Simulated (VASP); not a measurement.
# BN (k07) (P6_3mc) in VASP: notebook, part 2 of 2

VASP 6.6.1. The steps go on from the part before.

### Step 3. Single point, PBEsol

This run uses another cell than the first one, of 5.87 Å³/atom, 0.991 times its volume.

INCAR reads:

```
SYSTEM = BN
PREC = Accurate
ENCUT = 520
EDIFF = 1E-6
ISMEAR = 0
SIGMA = 0.02
LREAL = .FALSE.
LASPH = .TRUE.
NELM = 60
ALGO = Normal
ISIF = 2
LWAVE = .FALSE.
LCHARG = .FALSE.
GGA = PS
NBANDS = 16
```

KPOINTS reads:

```
Automatic mesh
0
G
  15 15 8
  0 0 0
```

POSCAR reads:

```
BN
1.0
    2.5405660762      0.0000000000      0.0000000000
   -1.2702830381      2.2001947620      0.0000000000
    0.0000000000      0.0000000000      4.2026526748
B N
2 2
Direct
    0.3333333333      0.6666666667     -0.0002364951
    0.6666666667      0.3333333333      0.4997635049
    0.3333333333      0.6666666667      0.3742364951
    0.6666666667      0.3333333333      0.8742364951
```

Potentials or basis: VASP PAW PBE potentials, release 64 (B, N).

The run is started by

```console
> cat potpaw_PBE.64/B/POTCAR potpaw_PBE.64/N/POTCAR > POTCAR
> mpirun -np 1 vasp_std > vasp.out
```

OUTCAR:

```text
SYSTEM = BN
   PREC = Accurate
   ENCUT = 520
   EDIFF = 1E-6
   ISMEAR = 0
   LREAL = .FALSE.
   LASPH = .TRUE.
   NELM = 60
   ISIF = 2
   GGA = PS

 ion  position               nearest neighbor table
   1  0.333  0.667  1.000-   4 1.56   4 1.56   4 1.56   3 1.57
   2  0.667  0.333  0.500-   3 1.56   3 1.56   3 1.56   4 1.57
   3  0.333  0.667  0.374-   2 1.56   2 1.56   2 1.56   1 1.57
   4  0.667  0.333  0.874-   1 1.56   1 1.56   1 1.56   2 1.57

  LATTYP: Found a hexagonal cell.
 ALAT       =     2.5405660762
 C/A-ratio  =     1.6542190003

  Lattice vectors:

 A1 = (   2.5405660762,   0.0000000000,   0.0000000000)
 A2 = (  -1.2702830381,   2.2001947620,   0.0000000000)
 A3 = (   0.0000000000,   0.0000000000,   4.2026526748)

Analysis of symmetry for initial positions (statically):
=====================================================================
 Subroutine PRICEL returns:
 Original cell was already a primitive cell.

 Routine SETGRP: Setting up the symmetry group for a
 hexagonal supercell.

 Subroutine GETGRP returns: Found 12 space group operations
 (whereof  6 operations were pure point group operations)
 out of a pool of 24 trial point group operations.

The static configuration has the point symmetry C_3v.
 The point group associated with its full space group is C_6v.

Analysis of symmetry for dynamics (positions and initial velocities):
=====================================================================
 Subroutine PRICEL returns:
 Original cell was already a primitive cell.

 Routine SETGRP: Setting up the symmetry group for a
 hexagonal supercell.

 Subroutine GETGRP returns: Found 12 space group operations
 (whereof  6 operations were pure point group operations)
 out of a pool of 24 trial point group operations.

The dynamic configuration has the point symmetry C_3v.
 The point group associated with its full space group is C_6v.

 Subroutine INISYM returns: Found 12 space group operations
 (whereof  6 operations are pure point group operations),
 and found     1 'primitive' translations

----------------------------------------------------------------------------------------

                                     Primitive cell

  volume of cell :      23.4917

  direct lattice vectors                    reciprocal lattice vectors
     2.540566076  0.000000000  0.000000000     0.393613065  0.227252609  0.000000000
    -1.270283038  2.200194762  0.000000000     0.000000000  0.454505218  0.000000000
     0.000000000  0.000000000  4.202652675     0.000000000  0.000000000  0.237944955

  length of vectors
     2.540566076  2.540566076  4.202652675     0.454505218  0.454505218  0.237944955

  position of ions in fractional coordinates (direct lattice)
     0.333333333  0.666666667  0.999763505
     0.666666667  0.333333333  0.499763505
     0.333333333  0.666666667  0.374236495
     0.666666667  0.333333333  0.874236495

  ion indices of the primitive-cell ions
   primitive index   ion index
                 1           1
                 2           2
                 3           3
                 4           4

[... 26 lines left out ...]
 Following reciprocal coordinates:
            Coordinates               Weight
  0.000000  0.000000  0.000000      1.000000
  0.066667  0.000000  0.000000      6.000000
  0.133333  0.000000  0.000000      6.000000
  0.200000 -0.000000  0.000000      6.000000
  0.266667  0.000000  0.000000      6.000000
  0.333333  0.000000  0.000000      6.000000
[... 16 lines left out ...]
  0.333333  0.200000  0.000000     12.000000
  0.400000  0.200000  0.000000      6.000000
 [... further k-points ...]
   k-points           NKPTS =    135   k-points in BZ     NKDIM =    135   number of bands    NBANDS=     16
   number of dos      NEDOS =    301   number of ions     NIONS =      4
   total plane-waves  NPLWV =  12800
   dimension x,y,z NGX =    20 NGY =   20 NGZ =   32
   dimension x,y,z NGXF=    40 NGYF=   40 NGZF=   64
   ions per type =               2   2
   NGX,Y,Z   is equivalent  to a cutoff of  13.09, 13.09, 12.66 a.u.
   NGXF,Y,Z  is equivalent  to a cutoff of  26.17, 26.17, 25.32 a.u.
 SYSTEM =  BN
   PREC   = accura    normal or accurate (medium, high low for compatibility)
   ISTART =      0    job   : 0-new  1-cont  2-samecut
   ICHARG =      2    charge: 1-file 2-atom 10-const
   ISPIN  =      1    spin polarized calculation?
   LNONCOLLINEAR =      F non collinear calculations
   LSORBIT =      F    spin-orbit coupling
   LASPH  =      T    aspherical Exc in radial PAW
   ENCUT  =  520.0 eV  38.22 Ry    6.18 a.u.   4.72  4.72  7.81*2*pi/ulx,y,z
   NELM   =     60;   NELMIN=  2; NELMDL= -5     # of ELM steps
   EDIFF  = 0.1E-05   stopping-criterion for ELM
   LREAL  =      F    real-space projection
   EDIFFG = 0.1E-04   stopping-criterion for IOM
   NSW    =      0    number of steps for IOM
   IBRION =     -1    ionic relax: 0-MD 1-quasi-New 2-CG
   NFREE  =      0    steps in history (QN), initial steepest desc. (CG)
   ISIF   =      2    stress and relaxation
   ISYM   =      2    0-nonsym 1-usesym 2-fastsym
   POTIM  = 0.5000    time-step for ionic-motion
   TEBEG  =    0.0;   TEEND  =   0.0 temperature during run
   PSTRESS=    0.0 pullay stress
   NELECT =      16.0000    total number of electrons
   NUPDOWN=      -1.0000    fix difference up-down
   EMIN   =  10.00;   EMAX   =-10.00  energy-range for DOS
   EFERMI =   0.00;   METHOD = LEGACY
   ISMEAR =     0;   SIGMA  =   0.02  broadening in eV -4-tet -1-fermi 0-gaus
   EFERMI_NEDOS =   21; number of points for ismear=-14 and -15
   IALGO  =     38    algorithm
   IMIX   =      4    mixing-type and parameters
     AMIX     =   0.40;   BMIX     =  1.00
     AMIX_MAG =   1.60;   BMIX_MAG =  1.00
  volume/ion in A,a.u.               =       5.87        39.63
  Fermi-wavevector in a.u.,A,eV,Ry     =   1.440378  2.721920 28.227851  2.074689
  Thomas-Fermi vector in A             =   2.559129
   LORBIT       =      0    0 simple, 1 ext, 2 COOP (PROOUT), +10 PAW based schemes
   GGA     = PS    functional components
   LHFCALC =     F    Hartree Fock is set to
   AEXX    =    0.0000 exact exchange contribution
   IVDW    =     0    specifies the selected vdW correction
   LEPSILON=     F    determine dielectric tensor
   LRPA    =     F    only Hartree local field effects (RPA)
 non-spin polarized calculation
 Gauss-broadening in eV      SIGMA  =   0.02
  energy-cutoff  :      520.00
  volume of cell :       23.49
 maximum number of plane-waves:       652
 NGX is ok and might be reduce to    20

 number of electron      16.0000000 magnetization

 Free energy of the ion-electron system (eV)
  ---------------------------------------------------
  ext. energy  EPLUGINS =         0.00000000
  ---------------------------------------------------
  free energy    TOTEN  =       -36.62571361 eV

  energy without entropy =      -36.62571361  energy(sigma->0) =      -36.62571361

 E-fermi :   7.7982     XC(G=0): -13.0349

 val. band max:        7.5953311210   @ k =   0.0000   0.0000   0.0000
 cond. band min:      12.5411475767   @ k =   0.3333   0.3333   0.0000
 fundamental gap:      4.9458164557
 Fermi energy:         7.7982397557

 k-point     1 :       0.0000    0.0000    0.0000
  band No.  band energies     occupation
      1     -12.9042      2.00000
      2      -8.6735      2.00000
      3      -3.4750      2.00000
      4       5.4468      2.00000
      5       5.4468      2.00000
      6       7.3132      2.00000
[... 433 lines left out ...]
      3      -1.7168      2.00000
      4       0.1882      2.00000
      5       0.6383      2.00000
      6       1.1546      2.00000
[... 8 lines left out ...]
     15      23.1998      0.00000
     16      24.3989      0.00000

 [... further k-points ...]

------------------------ aborting loop because EDIFF is reached ----------------------------------------

  FORCE on cell =-STRESS in cart. coord.  units (eV):
  Direction    XX          YY          ZZ          XY          YZ          ZX
  --------------------------------------------------------------------------------------
  -------------------------------------------------------------------------------------
  Total        0.1218979      0.1218979      0.1098379      0.0000000      0.0000000     -0.0000000
  in kB        8.3136508      8.3136508      7.4911359      0.0000000      0.0000000     -0.0000000
  external PRESSURE =       8.0394792 kB  Pullay stress =       0.0000000 kB

 VOLUME and BASIS-vectors are now :
 -----------------------------------------------------------------------------
  energy-cutoff  :      520.00
  volume of cell :       23.49
      direct lattice vectors                 reciprocal lattice vectors
     2.540566076  0.000000000  0.000000000     0.393613065  0.227252609  0.000000000
    -1.270283038  2.200194762  0.000000000     0.000000000  0.454505218  0.000000000
     0.000000000  0.000000000  4.202652675     0.000000000  0.000000000  0.237944955

 POSITION                                       TOTAL-FORCE (eV/Angst)
 -----------------------------------------------------------------------------------
     -0.00000      1.46680      4.20166         0.000000      0.000000      0.004208
      1.27028      0.73340      2.10033         0.000000     -0.000000      0.004208
     -0.00000      1.46680      1.57279         0.000000     -0.000000     -0.004208
      1.27028      0.73340      3.67411        -0.000000      0.000000     -0.004208
 -----------------------------------------------------------------------------------
    total drift:                               -0.000000     -0.000000     -0.000503

  FREE ENERGIE OF THE ION-ELECTRON SYSTEM (eV)
  ---------------------------------------------------
  free  energy   TOTEN  =       -36.6257136123 eV

  energy  without entropy=      -36.6257136123  energy(sigma->0) =      -36.62571361
```

It took 42 s on 1 thread of AMD EPYC 7R43 (Zen 3), shared host; peak memory 0.13 GiB.

Results:

- Free energy: -36.6257 eV
- Pressure: 0.8 GPa
- Largest force: 0.004 eV/Å
- Band gap on the k mesh: 4.95 eV, indirect (least direct gap 8.21 eV)

Forces on the atoms (eV/Å):
```
B    0.000  0.000  0.004
B    0.000  0.000  0.004
N    0.000  0.000 -0.004
N    0.000  0.000 -0.004
```

Levels at points of the mesh, in eV from the valence-band top:
| k point | band 4 | band 5 | band 6 | band 7 | band 8 | band 9 | band 10 | band 11 | band 12 | band 13 |
| --- | --- | --- | --- | --- | --- | --- | --- | --- | --- | --- |
| (0.00, 0.00, 0.00) | -2.15 | -2.15 | -0.28 | 0.00 | 0.00 | 8.33 | 8.33 | 8.57 | 9.55 | 10.78 |
| (0.00, 0.00, 0.50) | -5.78 | -1.19 | -1.19 | -1.19 | -1.19 | 9.48 | 9.48 | 9.89 | 9.89 | 9.89 |

Caveat: the PAW data sets were made with another functional, which shifts forces and pressure a little.

### Step 4. Single point, PBEsol

This run uses another cell than the first one, of 5.87 Å³/atom, 0.991 times its volume.

INCAR reads:

```
SYSTEM = BN
  PREC = Accurate
  ENCUT = 520
  EDIFF = 1E-7
  ISMEAR = 0
  SIGMA = 0.01
  LREAL = .FALSE.
  LASPH = .TRUE.
  NELM = 60
  ALGO = Normal
  ISIF = 2
  LWAVE = .FALSE.
  LCHARG = .FALSE.
  GGA = PS
  NBANDS = 16
```

KPOINTS reads:

```
regular mesh
0
G
  15 15 8
  0 0 0
```

POSCAR is that of step 3.

The run is started by

```console
> cat potpaw_PBE.64/B/POTCAR potpaw_PBE.64/N/POTCAR > POTCAR
> mpirun -np 1 vasp_std > vasp.out
```

Run time: 47 s. Hardware: 1 thread of AMD EPYC 7R43 (Zen 3), shared host; peak memory 0.12 GiB.

Results (log left out):

* Free energy: -36.6257 eV
* Pressure: 0.8 GPa
* Largest force: 0.004 eV/Å
* Band gap on the k mesh: 4.95 eV, indirect (least direct gap 8.21 eV)

Forces on the atoms (eV/Å):
```
B    0.000  0.000  0.004
B    0.000  0.000  0.004
N    0.000  0.000 -0.004
N    0.000  0.000 -0.004
```

Stress tensor (GPa, compression positive):
```
0.83 0.00 0.00
0.00 0.83 0.00
0.00 0.00 0.75
```

Levels at points of the mesh, in eV from the valence-band top:
| k point | band 6 | band 7 | band 8 | band 9 | band 10 | band 11 |
| --- | --- | --- | --- | --- | --- | --- |
| (0.00, 0.00, 0.00) | -0.28 | 0.00 | 0.00 | 8.33 | 8.33 | 8.57 |
| (0.00, 0.00, 0.50) | -1.19 | -1.19 | -1.19 | 9.48 | 9.48 | 9.89 |

Caveat: the PAW data sets were made with another functional, which shifts forces and pressure a little. A k mesh can miss the band edges.

### Step 5. Single point, PBEsol

This run uses another cell than the first one, of 5.87 Å³/atom, 0.991 times its volume.

INCAR reads:

```
ALGO = Normal
EDIFF = 1E-7
ENCUT = 520
GGA = PS
ISIF = 2
ISMEAR = 0
LASPH = T
LCHARG = T
LELF = T
LREAL = F
LVHAR = T
LWAVE = F
NBANDS = 16
NELM = 80
PREC = Accurate
SIGMA = 0.01
```

KPOINTS reads:

```
k-points
0
Gamma
  15 15 8
```

POSCAR reads:

```
BN
1.0
    2.5405660762      0.0000000000      0.0000000000
   -1.2702830381      2.2001947620      0.0000000000
    0.0000000000      0.0000000000      4.2026526748
B N
2 2
Direct
    0.3333333333      0.6666666667     -0.0096510208
    0.6666666667      0.3333333333      0.4903489792
    0.3333333333      0.6666666667      0.3836510208
    0.6666666667      0.3333333333      0.8836510208
```

The run is started by

```console
> cat potpaw_PBE.64/B/POTCAR potpaw_PBE.64/N/POTCAR > POTCAR
> mpirun -np 1 vasp_std > vasp.out
```

Wall time 48 s (1 thread of AMD EPYC 7R43 (Zen 3), shared host); peak memory 0.13 GiB.

The run converged. Its results:

| Property | Result |
| --- | --- |
| Free energy | -36.4938 eV |
| Pressure | 3.2 GPa |
| Largest force | 1.551 eV/Å |
| Band gap on the k mesh | 5.31 eV, indirect (least direct gap 7.49 eV) |

Forces in eV/Å, atoms in the order of the input:
```
B    0.000  0.000  1.551
B    0.000  0.000  1.551
N    0.000  0.000 -1.551
N    0.000  0.000 -1.551
```

Stress tensor (GPa, compression positive):
```
3.19 0.00 0.00
0.00 3.19 0.00
0.00 0.00 3.32
```

Levels at points of the mesh, in eV from the valence-band top:
```csv
k point,band 6,band 7,band 8,band 9,band 10,band 11
"(0.00, 0.00, 0.00)",-0.85,-0.85,0.00,7.49,8.05,8.05
"(0.00, 0.00, 0.50)",-1.92,-1.92,-1.92,8.91,8.91,9.43
```

Caveat: the PAW data sets were made with another functional, which shifts forces and pressure a little. A k mesh can miss the band edges.

### Step 6. Summary

```csv
cell,k mesh,smearing,gap on the mesh (eV),pressure (GPa),largest force (eV/Å)
"a = 2.550, b = 2.550, c = 4.210 Å, angles 90.0, 90.0, 120.0°, 4 atoms",9 × 9 × 4,gaussian 0.1 eV,4.94,-2.7,0.05
"a = 2.541, b = 2.541, c = 4.203 Å, angles 90.0, 90.0, 120.0°, 4 atoms",15 × 15 × 8,gaussian 0.02 eV,4.95,0.8,-
"a = 2.541, b = 2.541, c = 4.203 Å, angles 90.0, 90.0, 120.0°, 4 atoms",15 × 15 × 8,gaussian 0.01 eV,5.31,3.2,1.55
```

Some of these runs hold the atoms at other places in the same cell, which the table doesn't show; runs alike in all that it shows share one row.

Alike in all rows: task single point; level PBEsol; potentials or basis VASP PAW PBE potentials, release 64 (B, N); no spin polarisation; cutoff (eV) 520.

Caveats: the PAW data sets were made with another functional, which shifts forces and pressure a little.

Absolute energies hang on the potentials; compare differences alone.
